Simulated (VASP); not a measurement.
Write the native input for VASP 6.6.1 that does the following.

```yaml
Task: single point
Functional: PBE
Potentials_or_basis: VASP PAW PBE potentials, release 64 (Na_pv, Cl)
Cutoff: 520 eV
k_mesh: 6 × 6 × 6
Occupations: gaussian, width 0.1 eV
Spin: no spin polarisation
Dipole_correction: no
Further_INCAR_settings: ALGO = Normal; EDIFF = 1e-06; NBANDS = 46
```

The structure of Na3Cl2 lies in POSCAR:

```
Na3Cl2
1.0
    3.5163503437      2.0301658175      6.8840286449
   -3.5163503437      2.0301658175      6.8840286449
    0.0000000000     -4.0603316350      6.8840286449
Na Cl
6 4
Direct
    0.0683857540      0.4316142460      0.7500000000
    0.7500000000      0.0683857540      0.4316142460
    0.4316142460      0.7500000000      0.0683857540
    0.9316142460      0.5683857540      0.2500000000
    0.2500000000      0.9316142460      0.5683857540
    0.5683857540      0.2500000000      0.9316142460
    0.8406185661      0.8406185661      0.8406185661
    0.6593814339      0.6593814339      0.6593814339
    0.1593814339      0.1593814339      0.1593814339
    0.3406185661      0.3406185661      0.3406185661
```

These files were run (other wordings do the same):

INCAR

```
SYSTEM = Na3Cl2
ALGO = Normal
EDIFF = 1E-6
ENCUT = 520
GGA = PE
ISIF = 2
ISMEAR = 0
LASPH = .TRUE.
LCHARG = .FALSE.
LREAL = .FALSE.
LWAVE = .FALSE.
NBANDS = 46
NELM = 80
PREC = Accurate
SIGMA = 0.1
```

KPOINTS

```
k-points
0
G
  6 6 6
  0 0 0
```

Potentials or basis: VASP PAW PBE potentials, release 64 (Na_pv, Cl).

Run with:

```bash
$ cat potpaw_PBE.64/Na_pv/POTCAR potpaw_PBE.64/Cl/POTCAR > POTCAR
$ mpirun -np 1 vasp_std > vasp.out
```

It gave:

The pressure is 0.0 GPa. The band gap on the k mesh is zero (bands 35 and 36 overlap by 0.57 eV).

Run time: 6.1 min on 1 thread of Intel(R) Xeon(R) Platinum 8488C (Sapphire Rapids), on a shared host, peak memory 0.67 GiB.
